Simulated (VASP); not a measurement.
# AgPt3 in VASP: a series of runs

AgPt3 is run at these levels: LDA; tasks: electric field gradients.

All numbers are computed with VASP 6.6.1; they aren't measurements. Logs are shortened: lines on timing, memory, paths and dates and some standing lists are left out, and cuts for length are marked.

**1. The cell of the first run**

The structure is cubic, space group Pm-3m (No. 221). Conventional cell: a = 3.951 Å, b = 3.951 Å, c = 3.951 Å, α = 90.00°, β = 90.00°, γ = 90.00°. Within 3.7 Å of Ag (site symmetry m-3m) lie 12 Pt at 2.79 Å. Pt (site symmetry 4/mmm) has 4 Ag at 2.79 Å and 8 Pt at 2.79 Å within 3.7 Å.

**2. Electric field gradients, LDA (15.42 Å³/atom)**

INCAR reads:

```
ALGO = Normal
EDIFF = 1E-8
ENCUT = 470
GGA_COMPAT = False
ISIF = 2
ISMEAR = -1
LASPH = True
LCHARG = False
LEFG = True
LREAL = False
LWAVE = False
NBANDS = 44
NELM = 120
PREC = Accurate
SIGMA = 0.08
```

KPOINTS reads:

```
k-points
0
Gamma
  9 9 9
```

POSCAR reads:

```
AgPt3
1.0
    3.9513216749      0.0000000000      0.0000000000
    0.0000000000      3.9513216749      0.0000000000
    0.0000000000      0.0000000000      3.9513216749
Ag Pt
1 3
Direct
    0.0000000000      0.0000000000      0.0000000000
    0.0000000000      0.5000000000      0.5000000000
    0.5000000000      0.0000000000      0.5000000000
    0.5000000000      0.5000000000      0.0000000000
```

Potentials or basis: VASP PAW LDA potentials, release 64 (Ag_sv_GW, Pt_sv_GW).

Started as:

```sh
cat potpaw_LDA.64/Ag_sv_GW/POTCAR potpaw_LDA.64/Pt_sv_GW/POTCAR > POTCAR
mpirun -np 1 vasp_std > vasp.out
```

OUTCAR:

```text
EDIFF = 1E-8
   ENCUT = 470
   ISIF = 2
   ISMEAR = -1
   LASPH = True
   LREAL = False
   NELM = 120
   PREC = Accurate

 ion  position               nearest neighbor table
   1  0.000  0.000  0.000-   2 2.79   3 2.79   4 2.79   2 2.79   3 2.79   2 2.79   4 2.79   2 2.79
                             3 2.79   4 2.79   3 2.79   4 2.79
   2  0.000  0.500  0.500-   1 2.79   3 2.79   4 2.79   1 2.79   4 2.79   1 2.79   3 2.79   1 2.79
                             3 2.79   4 2.79   4 2.79   3 2.79
   3  0.500  0.000  0.500-   1 2.79   2 2.79   4 2.79   1 2.79   4 2.79   2 2.79   4 2.79   4 2.79
                             1 2.79   2 2.79   1 2.79   2 2.79
   4  0.500  0.500  0.000-   1 2.79   2 2.79   3 2.79   2 2.79   3 2.79   1 2.79   3 2.79   3 2.79
                             1 2.79   2 2.79   2 2.79   1 2.79

  LATTYP: Found a simple cubic cell.
 ALAT       =     3.9513216749

  Lattice vectors:

 A1 = (   3.9513216749,   0.0000000000,   0.0000000000)
 A2 = (   0.0000000000,   3.9513216749,   0.0000000000)
 A3 = (   0.0000000000,   0.0000000000,   3.9513216749)

Analysis of symmetry for initial positions (statically):
=====================================================================
 Subroutine PRICEL returns:
 Original cell was already a primitive cell.

 Routine SETGRP: Setting up the symmetry group for a
 simple cubic supercell.

 Subroutine GETGRP returns: Found 48 space group operations
 (whereof 48 operations were pure point group operations)
 out of a pool of 48 trial point group operations.

The static configuration has the point symmetry O_h .

Analysis of symmetry for dynamics (positions and initial velocities):
=====================================================================
 Subroutine PRICEL returns:
 Original cell was already a primitive cell.

 Routine SETGRP: Setting up the symmetry group for a
 simple cubic supercell.

 Subroutine GETGRP returns: Found 48 space group operations
 (whereof 48 operations were pure point group operations)
 out of a pool of 48 trial point group operations.

The dynamic configuration has the point symmetry O_h .

 Subroutine INISYM returns: Found 48 space group operations
 (whereof 48 operations are pure point group operations),
 and found     1 'primitive' translations

----------------------------------------------------------------------------------------

                                     Primitive cell

  volume of cell :      61.6918

  direct lattice vectors                    reciprocal lattice vectors
     3.951321675  0.000000000  0.000000000     0.253079876  0.000000000  0.000000000
     0.000000000  3.951321675  0.000000000     0.000000000  0.253079876  0.000000000
     0.000000000  0.000000000  3.951321675     0.000000000  0.000000000  0.253079876

  length of vectors
     3.951321675  3.951321675  3.951321675     0.253079876  0.253079876  0.253079876

  position of ions in fractional coordinates (direct lattice)
     0.000000000  0.000000000  0.000000000
     0.000000000  0.500000000  0.500000000
     0.500000000  0.000000000  0.500000000
     0.500000000  0.500000000  0.000000000

  ion indices of the primitive-cell ions
   primitive index   ion index
                 1           1
                 2           2
                 3           3
                 4           4

----------------------------------------------------------------------------------------

 KPOINTS: k-points

Automatic generation of k-mesh.
 Grid dimensions read from file:
 generate k-points for:    9    9    9

 Generating k-lattice:

  Cartesian coordinates                     Fractional coordinates (reciprocal lattice)
     0.028119986  0.000000000  0.000000000     0.111111111  0.000000000  0.000000000
     0.000000000  0.028119986  0.000000000     0.000000000  0.111111111  0.000000000
     0.000000000  0.000000000  0.028119986     0.000000000  0.000000000  0.111111111

  Length of vectors
     0.028119986  0.028119986  0.028119986

  Shift w.r.t. Gamma in fractional coordinates (k-lattice)
     0.000000000  0.000000000  0.000000000

 Subroutine IBZKPT returns following result:
 ===========================================

 Found     35 irreducible k-points:

 Following reciprocal coordinates:
            Coordinates               Weight
  0.000000  0.000000  0.000000      1.000000
  0.111111  0.000000  0.000000      6.000000
  0.222222  0.000000  0.000000      6.000000
  0.333333  0.000000  0.000000      6.000000
  0.444444  0.000000  0.000000      6.000000
  0.111111  0.111111  0.000000     12.000000
[... 16 lines left out ...]
  0.333333  0.333333  0.111111     24.000000
  0.444444  0.333333  0.111111     48.000000
 [... further k-points ...]
   k-points           NKPTS =     35   k-points in BZ     NKDIM =     35   number of bands    NBANDS=     44
   number of dos      NEDOS =    301   number of ions     NIONS =      4
   total plane-waves  NPLWV =  21952
   dimension x,y,z NGX =    28 NGY =   28 NGZ =   28
   dimension x,y,z NGXF=    56 NGYF=   56 NGZF=   56
   ions per type =               1   3
   NGX,Y,Z   is equivalent  to a cutoff of  11.78, 11.78, 11.78 a.u.
   NGXF,Y,Z  is equivalent  to a cutoff of  23.56, 23.56, 23.56 a.u.
 SYSTEM =  unknown system
   PREC   = accura    normal or accurate (medium, high low for compatibility)
   ISTART =      0    job   : 0-new  1-cont  2-samecut
   ICHARG =      2    charge: 1-file 2-atom 10-const
   ISPIN  =      1    spin polarized calculation?
   LNONCOLLINEAR =      F non collinear calculations
   LSORBIT =      F    spin-orbit coupling
   LASPH  =      T    aspherical Exc in radial PAW
   ENCUT  =  470.0 eV  34.54 Ry    5.88 a.u.   6.98  6.98  6.98*2*pi/ulx,y,z
   NELM   =    120;   NELMIN=  2; NELMDL= -5     # of ELM steps
   EDIFF  = 0.1E-07   stopping-criterion for ELM
   LREAL  =      F    real-space projection
   EDIFFG = 0.1E-06   stopping-criterion for IOM
   NSW    =      0    number of steps for IOM
   IBRION =     -1    ionic relax: 0-MD 1-quasi-New 2-CG
   NFREE  =      0    steps in history (QN), initial steepest desc. (CG)
   ISIF   =      2    stress and relaxation
   ISYM   =      2    0-nonsym 1-usesym 2-fastsym
   POTIM  = 0.5000    time-step for ionic-motion
   TEBEG  =    0.0;   TEEND  =   0.0 temperature during run
   PSTRESS=    0.0 pullay stress
   NELECT =      73.0000    total number of electrons
   NUPDOWN=      -1.0000    fix difference up-down
   EMIN   =  10.00;   EMAX   =-10.00  energy-range for DOS
   EFERMI =   0.00;   METHOD = LEGACY
   ISMEAR =    -1;   SIGMA  =   0.08  broadening in eV -4-tet -1-fermi 0-gaus
   EFERMI_NEDOS =   21; number of points for ismear=-14 and -15
   IALGO  =     38    algorithm
   IMIX   =      4    mixing-type and parameters
     AMIX     =   0.40;   BMIX     =  1.00
     AMIX_MAG =   1.60;   BMIX_MAG =  1.00
  volume/ion in A,a.u.               =      15.42       104.08
  Fermi-wavevector in a.u.,A,eV,Ry     =   1.731570  3.272193 40.794822  2.998335
  Thomas-Fermi vector in A             =   2.805911
   LORBIT       =      0    0 simple, 1 ext, 2 COOP (PROOUT), +10 PAW based schemes
   GGA     = CA    functional components
   LHFCALC =     F    Hartree Fock is set to
   AEXX    =    0.0000 exact exchange contribution
   IVDW    =     0    specifies the selected vdW correction
   LEPSILON=     F    determine dielectric tensor
   LRPA    =     F    only Hartree local field effects (RPA)
 non-spin polarized calculation
  energy-cutoff  :      470.00
  volume of cell :       61.69
 maximum number of plane-waves:      1439
 NGX is ok and might be reduce to    28
   NGX = 13   NGY = 13   NGZ = 13

 number of electron      73.0000033 magnetization

 Free energy of the ion-electron system (eV)
  ---------------------------------------------------
  ext. energy  EPLUGINS =         0.00000000
  ---------------------------------------------------
  free energy    TOTEN  =       -23.57050297 eV

  energy without entropy =      -23.49549808  energy(sigma->0) =      -23.53300053

 E-fermi :   9.3068     XC(G=0): -14.0645

 val. band max:        9.2625057662   @ k =   0.3333   0.1111   0.1111
 cond. band min:       9.3093699298   @ k =   0.4444   0.2222   0.1111
 fundamental gap:      0.0468641637
 Fermi energy:         9.3067965831

 k-point     1 :       0.0000    0.0000    0.0000
  band No.  band energies     occupation
      1     -88.5352      2.00000
      2     -88.5054      2.00000
      3     -88.5054      2.00000
      4     -81.8295      2.00000
      5     -45.6020      2.00000
      6     -45.6020      2.00000
[... 36 lines left out ...]
     43      19.0897      0.00000
     44      20.5946      0.00000

 k-point     2 :       0.1111    0.0000    0.0000
  band No.  band energies     occupation
      1     -88.5344      2.00000
      2     -88.5066      2.00000
      3     -88.5058      2.00000
      4     -81.8296      2.00000
      5     -45.6026      2.00000
      6     -45.6023      2.00000
[... 36 lines left out ...]
     43      19.4970      0.00000
     44      20.5977      0.00000

 k-point     3 :       0.2222    0.0000    0.0000
  band No.  band energies     occupation
      1     -88.5324      2.00000
      2     -88.5091      2.00000
      3     -88.5061      2.00000
      4     -81.8297      2.00000
      5     -45.6027      2.00000
      6     -45.6023      2.00000
[... 36 lines left out ...]
     43      20.1256      0.00000
     44      20.1267      0.00000

 k-point     4 :       0.3333    0.0000    0.0000
  band No.  band energies     occupation
      1     -88.5294      2.00000
      2     -88.5123      2.00000
      3     -88.5060      2.00000
      4     -81.8298      2.00000
      5     -45.6018      2.00000
      6     -45.6016      2.00000
[... 882 lines left out ...]
     43      20.5632      0.00000
     44      21.1478      0.00000

 k-point    23 :       0.3333    0.3333    0.1111
  band No.  band energies     occupation
      1     -88.5238      2.00000
      2     -88.5135      2.00000
      3     -88.5106      2.00000
      4     -81.8297      2.00000
      5     -45.6037      2.00000
      6     -45.6026      2.00000
[... 36 lines left out ...]
     43      18.9046      0.00000
     44      20.6150      0.00000

 k-point    24 :       0.4444    0.3333    0.1111
  band No.  band energies     occupation
      1     -88.5212      2.00000
      2     -88.5155      2.00000
      3     -88.5114      2.00000
      4     -81.8298      2.00000
      5     -45.6038      2.00000
      6     -45.6033      2.00000
[... 36 lines left out ...]
     43      19.9345      0.00000
     44      21.0497      0.00000

 [... further k-points ...]
[... 5 lines left out ...]
  --------------------------------------------------------------------------------------
  -------------------------------------------------------------------------------------
  Total       -4.0872365     -4.0872365     -4.0872365     -0.0000000     -0.0000000      0.0000000
  in kB     -106.1483355   -106.1483355   -106.1483355     -0.0000000     -0.0000000      0.0000000
  external PRESSURE =    -106.1483355 kB  Pullay stress =       0.0000000 kB

 VOLUME and BASIS-vectors are now :
 -----------------------------------------------------------------------------
  energy-cutoff  :      470.00
  volume of cell :       61.69
      direct lattice vectors                 reciprocal lattice vectors
     3.951321675  0.000000000  0.000000000     0.253079876  0.000000000  0.000000000
     0.000000000  3.951321675  0.000000000     0.000000000  0.253079876  0.000000000
     0.000000000  0.000000000  3.951321675     0.000000000  0.000000000  0.253079876

 POSITION                                       TOTAL-FORCE (eV/Angst)
 -----------------------------------------------------------------------------------
      0.00000      0.00000      0.00000         0.000000      0.000000      0.000000
      0.00000      1.97566      1.97566         0.000000      0.000000      0.000000
      1.97566      0.00000      1.97566         0.000000      0.000000      0.000000
      1.97566      1.97566      0.00000         0.000000      0.000000      0.000000
 -----------------------------------------------------------------------------------
    total drift:                               -0.000000      0.000000      0.000000

  FREE ENERGIE OF THE ION-ELECTRON SYSTEM (eV)
  ---------------------------------------------------
  free  energy   TOTEN  =       -23.5705029743 eV

  energy  without entropy=      -23.4954980810  energy(sigma->0) =      -23.53300053

 Electric field gradients (V/A^2)
---------------------------------------------------------------------
 ion       V_xx      V_yy      V_zz      V_xy      V_xz      V_yz
---------------------------------------------------------------------
   1      -0.000    -0.000    -0.000     0.000    -0.000     0.000
   2     -17.188     8.594     8.594    -0.000    -0.000     0.000
   3       8.594   -17.188     8.594     0.000    -0.000    -0.000
   4       8.594     8.594   -17.188     0.000    -0.000    -0.000
---------------------------------------------------------------------

 Electric field gradients after diagonalization (V/A^2)
 (convention: |V_zz| > |V_xx| > |V_yy|)
----------------------------------------------------------------------
 ion       V_xx      V_yy      V_zz     asymmetry (V_yy - V_xx)/ V_zz
----------------------------------------------------------------------
   1      -0.000    -0.000    -0.000      -0.271
   2       8.594     8.594   -17.188       0.000
   3       8.594     8.594   -17.188       0.000
   4       8.594     8.594   -17.188       0.000
----------------------------------------------------------------------

           NMR quadrupolar parameters

 Cq : quadrupolar parameter    Cq=e*Q*V_zz/h
 eta: asymmetry parameters     (V_yy - V_xx)/ V_zz
 Q  : nuclear electric quadrupole moment in mb (millibarn)
----------------------------------------------------------------------
 ion       Cq(MHz)       eta       Q (mb)
----------------------------------------------------------------------
   1      -0.000      -0.271       1.000
   2      -0.042       0.000       1.000
   3      -0.042       0.000       1.000
   4      -0.042       0.000       1.000
----------------------------------------------------------------------
```

Wall time 66 s (1 thread of Intel Xeon Platinum 8488C (Sapphire Rapids), shared host); peak memory 0.2 GiB.

What came out:

* Free energy: -23.5705 eV
* Pressure: -10.6 GPa
* Band gap on the k mesh: zero (an odd number of electrons rules out a gap without spin polarisation)
* Largest electric field gradient by atom: Ag -0.0; Pt -17.2 V/Å²

Levels at points of the mesh, in eV from the Fermi level:
```csv
k point,band 32,band 33,band 34,band 35,band 36,band 37,band 38,band 39,band 40,band 41
"(0.00, 0.00, 0.00)",-0.40,-0.40,0.29,0.70,0.70,0.70,2.04,2.04,2.04,8.37
```

Electric field gradients, principal values (V/Å²):
```csv
atom,least,middle,greatest (by size)
1 Ag,0.000,0.000,0.000
2 Pt,8.594,8.594,-17.188
3 Pt,8.594,8.594,-17.188
4 Pt,8.594,8.594,-17.188
```

Caveat: the cell stands under tension; without QUAD_EFG the Cq values of the log hold for a quadrupole moment of 1 mb, not for the nuclei; spin-orbit coupling is left out, which moves the levels of the heavy elements.

(Part 1 of 3 ends here.)

The gap in the log of VASP goes by the Fermi energy; the results here count the filled bands.